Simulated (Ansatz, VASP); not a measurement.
Two plane-wave programs on KNaF2

```xyz
4
Lattice="1.7391 1.0041 5.8155 -1.7391 1.0041 5.8155 0.0000 -2.0082 5.8155" Properties=species:S:1:pos:R:3 pbc="T T T"
Na    1.7391    1.0041    5.8155
K     0.0000    0.0000    8.7233
F     0.0000    0.0000    4.5553
F     0.0000    0.0000   12.8912
```

Alike in both runs: task single point; functional PBE; k mesh 8 × 8 × 8; no spin polarisation.

```csv
,VASP,Ansatz
version,VASP 6.6.1,Ansatz 0.2.0
potentials or method,"VASP PAW PBE potentials, release 64 (Na_pv, K_sv, F)","plane waves, PAW"
plane-wave cutoff (eV),520,420
occupations,"gaussian, width 0.01 eV",fixed
valence electrons in the cell,30,32
```

VASP gave:

- gap on the k mesh at the Fermi level (eV): 6.24
- pressure (GPa): 2.6
- traceless stress, the component that is largest in VASP (GPa): -0.14
- rms of the force components (eV/Å): 0.010

Q: Estimate Ansatz's values.

A: gap on the k mesh at the Fermi level (eV): 6.25; pressure (GPa): 2.6; traceless stress, the component that is largest in VASP (GPa): -0.16; rms of the force components (eV/Å): 0.018.

Atom by atom the forces differ by 0.008 eV/Å (rms over components). VASP's potentials hold 30 valence electrons a cell and Ansatz's 32, so a difference there can come from the potentials and not from the codes.
